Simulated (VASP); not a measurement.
# TiTe2 (P-3m1) in VASP: a series of runs

The runs below take TiTe2 through single point, with PBE, RPBE+D3(BJ), PBEsol.

All numbers are computed with VASP 6.6.1; they aren't measurements. Logs are shortened: lines on timing, memory, paths and dates and some standing lists are left out, and cuts for length are marked.

### Step 1. The cell of the first run

It takes space group P-3m1 (No. 164, trigonal). Conventional cell: a = 3.788 Å, b = 3.788 Å, c = 6.724 Å, α = 90.00°, β = 90.00°, γ = 120.00°. Within 3.8 Å of Te (site symmetry 3m) lie 3 Ti at 2.78 Å and 6 Te at 3.79 Å. Ti (site symmetry -3m) has 6 Te at 2.78 Å and 6 Ti at 3.79 Å within 3.8 Å.

### Step 2. Single point, PBE

INCAR reads:

```
ALGO = Normal
EDIFF = 1E-6
ENCUT = 520
GGA = PE
ISIF = 2
ISMEAR = -1
LASPH = T
LCHARG = T
LELF = T
LREAL = F
LVHAR = T
LWAVE = F
NBANDS = 19
NELM = 60
PREC = Accurate
SIGMA = 0.05
```

KPOINTS reads:

```
k-points
0
Gamma
  8 8 4
```

POSCAR reads:

```
TiTe2
1.0
    3.7881494851      0.0000000000      0.0000000000
   -1.8940747426      3.2806336875      0.0000000000
    0.0000000000      0.0000000000      6.7242936235
Te Ti
2 1
Direct
    0.3333333333      0.6666666667      0.7449330620
    0.6666666667      0.3333333333      0.2550669380
    0.0000000000      0.0000000000      0.0000000000
```

Potentials or basis: VASP PAW PBE potentials, release 64 (Te, Ti_sv).

On the command line:

```console
$ cat potpaw_PBE.64/Te/POTCAR potpaw_PBE.64/Ti_sv/POTCAR > POTCAR
$ mpirun -np 1 vasp_std > vasp.out
```

OUTCAR:

```text
EDIFF = 1E-6
   ENCUT = 520
   GGA = PE
   ISIF = 2
   ISMEAR = -1
   LASPH = T
   LREAL = F
   NELM = 60
   PREC = Accurate

 ion  position               nearest neighbor table
   1  0.333  0.667  0.745-   3 2.78   3 2.78   3 2.78
   2  0.667  0.333  0.255-   3 2.78   3 2.78   3 2.78
   3  0.000  0.000  0.000-   1 2.78   2 2.78   2 2.78   1 2.78   2 2.78   1 2.78

  LATTYP: Found a hexagonal cell.
 ALAT       =     3.7881494851
 C/A-ratio  =     1.7750866617

  Lattice vectors:

 A1 = (   3.7881494851,   0.0000000000,   0.0000000000)
 A2 = (  -1.8940747426,   3.2806336875,   0.0000000000)
 A3 = (   0.0000000000,   0.0000000000,   6.7242936235)

Analysis of symmetry for initial positions (statically):
=====================================================================
 Subroutine PRICEL returns:
 Original cell was already a primitive cell.

 Routine SETGRP: Setting up the symmetry group for a
 hexagonal supercell.

 Subroutine GETGRP returns: Found 12 space group operations
 (whereof 12 operations were pure point group operations)
 out of a pool of 24 trial point group operations.

The static configuration has the point symmetry D_3d.

Analysis of symmetry for dynamics (positions and initial velocities):
=====================================================================
 Subroutine PRICEL returns:
 Original cell was already a primitive cell.

 Routine SETGRP: Setting up the symmetry group for a
 hexagonal supercell.

 Subroutine GETGRP returns: Found 12 space group operations
 (whereof 12 operations were pure point group operations)
 out of a pool of 24 trial point group operations.

The dynamic configuration has the point symmetry D_3d.

 Subroutine INISYM returns: Found 12 space group operations
 (whereof 12 operations are pure point group operations),
 and found     1 'primitive' translations

----------------------------------------------------------------------------------------

                                     Primitive cell

  volume of cell :      83.5664

  direct lattice vectors                    reciprocal lattice vectors
     3.788149485  0.000000000  0.000000000     0.263981135  0.152409579  0.000000000
    -1.894074743  3.280633687  0.000000000     0.000000000  0.304819159  0.000000000
[... 81 lines left out ...]
   ISPIN  =      1    spin polarized calculation?
   LNONCOLLINEAR =      F non collinear calculations
   LSORBIT =      F    spin-orbit coupling
   LASPH  =      T    aspherical Exc in radial PAW
   ENCUT  =  520.0 eV  38.22 Ry    6.18 a.u.   7.04  7.04 12.50*2*pi/ulx,y,z
   NELM   =     60;   NELMIN=  2; NELMDL= -5     # of ELM steps
   EDIFF  = 0.1E-05   stopping-criterion for ELM
   LREAL  =      F    real-space projection
   EDIFFG = 0.1E-04   stopping-criterion for IOM
   NSW    =      0    number of steps for IOM
   IBRION =     -1    ionic relax: 0-MD 1-quasi-New 2-CG
   NFREE  =      0    steps in history (QN), initial steepest desc. (CG)
   ISIF   =      2    stress and relaxation
   ISYM   =      2    0-nonsym 1-usesym 2-fastsym
   POTIM  = 0.5000    time-step for ionic-motion
   TEBEG  =    0.0;   TEEND  =   0.0 temperature during run
   PSTRESS=    0.0 pullay stress
   NELECT =      24.0000    total number of electrons
   NUPDOWN=      -1.0000    fix difference up-down
   EMIN   =  10.00;   EMAX   =-10.00  energy-range for DOS
   EFERMI =   0.00;   METHOD = LEGACY
   ISMEAR =    -1;   SIGMA  =   0.05  broadening in eV -4-tet -1-fermi 0-gaus
   EFERMI_NEDOS =   21; number of points for ismear=-14 and -15
   IALGO  =     38    algorithm
   IMIX   =      4    mixing-type and parameters
     AMIX     =   0.40;   BMIX     =  1.00
     AMIX_MAG =   1.60;   BMIX_MAG =  1.00
  volume/ion in A,a.u.               =      27.86       187.98
  Fermi-wavevector in a.u.,A,eV,Ry     =   1.080110  2.041112 15.873075  1.166638
  Thomas-Fermi vector in A             =   2.216093
   LORBIT       =      0    0 simple, 1 ext, 2 COOP (PROOUT), +10 PAW based schemes
   GGA     = PE    functional components
   LHFCALC =     F    Hartree Fock is set to
   AEXX    =    0.0000 exact exchange contribution
   IVDW    =     0    specifies the selected vdW correction
   LEPSILON=     F    determine dielectric tensor
   LRPA    =     F    only Hartree local field effects (RPA)
 non-spin polarized calculation
  energy-cutoff  :      520.00
  volume of cell :       83.57
 maximum number of plane-waves:      2269
   NGX = 15   NGY = 15   NGZ = 25

 number of electron      23.9999995 magnetization

 Free energy of the ion-electron system (eV)
  ---------------------------------------------------
  ext. energy  EPLUGINS =         0.00000000
  ---------------------------------------------------
  free energy    TOTEN  =       -16.22532501 eV

  energy without entropy =      -16.21296240  energy(sigma->0) =      -16.21914371

 E-fermi :   6.3267     XC(G=0):  -9.6412

 val. band max:        6.3066434767   @ k =   0.1250   0.0000   0.2500
 cond. band min:       6.3567452325   @ k =   0.5000   0.0000   0.0000
 fundamental gap:      0.0501017558
 Fermi energy:         6.3266984952

 k-point     1 :       0.0000    0.0000    0.0000
  band No.  band energies     occupation
      1     -51.1760      2.00000
      2     -27.4282      2.00000
      3     -27.4282      2.00000
      4     -27.3914      2.00000
      5      -5.8894      2.00000
      6      -4.5947      2.00000
[... 505 lines left out ...]
      6      -4.0085      2.00000
[... 11 lines left out ...]
     18      11.5806      0.00000
     19      12.2371      0.00000

 [... further k-points ...]

------------------------ aborting loop because EDIFF is reached ----------------------------------------

  FORCE on cell =-STRESS in cart. coord.  units (eV):
  Direction    XX          YY          ZZ          XY          YZ          ZX
  --------------------------------------------------------------------------------------
  -------------------------------------------------------------------------------------
  Total       -0.0100529     -0.0100529      0.0109070      0.0000000     -0.0000000      0.0000000
  in kB       -0.1927395     -0.1927395      0.2091155      0.0000000     -0.0000000      0.0000000
  external PRESSURE =      -0.0587878 kB  Pullay stress =       0.0000000 kB

 VOLUME and BASIS-vectors are now :
 -----------------------------------------------------------------------------
  energy-cutoff  :      520.00
  volume of cell :       83.57
      direct lattice vectors                 reciprocal lattice vectors
     3.788149485  0.000000000  0.000000000     0.263981135  0.152409579  0.000000000
    -1.894074743  3.280633687  0.000000000     0.000000000  0.304819159  0.000000000
     0.000000000  0.000000000  6.724293624     0.000000000  0.000000000  0.148714505

 POSITION                                       TOTAL-FORCE (eV/Angst)
 -----------------------------------------------------------------------------------
     -0.00000      2.18709      5.00915         0.000000     -0.000000     -0.009566
      1.89407      1.09354      1.71514        -0.000000      0.000000      0.009566
      0.00000      0.00000      0.00000        -0.000000      0.000000      0.000000
 -----------------------------------------------------------------------------------
    total drift:                                0.000000      0.000000     -0.000000

  FREE ENERGIE OF THE ION-ELECTRON SYSTEM (eV)
  ---------------------------------------------------
  free  energy   TOTEN  =       -16.2253250111 eV

  energy  without entropy=      -16.2129624017  energy(sigma->0) =      -16.21914371
```

OSZICAR:

```text
N       E                     dE             d eps       ncg     rms          rms(c)
DAV:   1     0.180027644179E+03    0.18003E+03   -0.10771E+04  1330   0.116E+03
DAV:   2    -0.204738959902E+01   -0.18208E+03   -0.17718E+03  1438   0.294E+02
DAV:   3    -0.180066483799E+02   -0.15959E+02   -0.15602E+02  2131   0.822E+01
DAV:   4    -0.185432976694E+02   -0.53665E+00   -0.53294E+00  1655   0.141E+01
DAV:   5    -0.185672685206E+02   -0.23971E-01   -0.23959E-01  1986   0.285E+00    0.120E+01
DAV:   6    -0.187851491505E+02   -0.21788E+00   -0.39635E+01  1436   0.379E+01    0.153E+01
DAV:   7    -0.165173434903E+02    0.22678E+01   -0.34982E+01  1652   0.333E+01    0.568E+00
DAV:   8    -0.162291637397E+02    0.28818E+00   -0.15073E+00  1585   0.825E+00    0.182E+00
DAV:   9    -0.162574531899E+02   -0.28289E-01   -0.39025E-01  1778   0.387E+00    0.184E+00
DAV:  10    -0.162301959204E+02    0.27257E-01   -0.39570E-01  1582   0.422E+00    0.863E-01
DAV:  11    -0.162254945081E+02    0.47014E-02   -0.43244E-02  1521   0.150E+00    0.379E-01
DAV:  12    -0.162254938530E+02    0.65515E-06   -0.40382E-03  1576   0.453E-01    0.261E-01
DAV:  13    -0.162253344152E+02    0.15944E-03   -0.57686E-04  1545   0.177E-01    0.678E-02
DAV:  14    -0.162253342277E+02    0.18752E-06   -0.21909E-05  1587   0.330E-02    0.430E-02
DAV:  15    -0.162253272336E+02    0.69942E-05   -0.14202E-05  1655   0.275E-02    0.210E-02
DAV:  16    -0.162253248704E+02    0.23632E-05   -0.12357E-05  1679   0.220E-02    0.144E-03
DAV:  17    -0.162253250111E+02   -0.14070E-06   -0.30906E-07   857   0.442E-03
   1 F= -.16225325E+02 E0= -.16219144E+02  d E =-.123626E-01
```

stdout:

```text
POSCAR found type information on POSCAR TeTi
 POSCAR found :  2 types and       3 ions
 scaLAPACK will be used
 LDA part: xc-table for (Slater+PW92), standard interpolation
 POSCAR, INCAR and KPOINTS ok, starting setup
 FFT: planning ... GRIDC
 FFT: planning ... GRID_SOFT
 FFT: planning ... GRID
 WAVECAR not read
 entering main loop
```

Run time: 29 s. Hardware: 1 thread of Intel Xeon 6975P-C (Granite Rapids), shared host; peak memory 0.2 GiB.

What came out:

| Quantity | Value |
| --- | --- |
| Free energy | -16.2253 eV |
| Pressure | 0.0 GPa |
| Largest force | 0.010 eV/Å |
| Band gap on the k mesh | zero (bands 12 and 13 overlap by 0.63 eV) |

Forces in eV/Å, atoms in the order of the input:
```
Te   0.000  0.000 -0.010
Te   0.000  0.000  0.010
Ti   0.000  0.000  0.000
```

Caveat: spin-orbit coupling is left out, which moves the levels of the heavy elements; this functional lacks dispersion, which binds the layers, so the pressure and a relaxed spacing across them are unreliable.

[end of part 1 of 2]
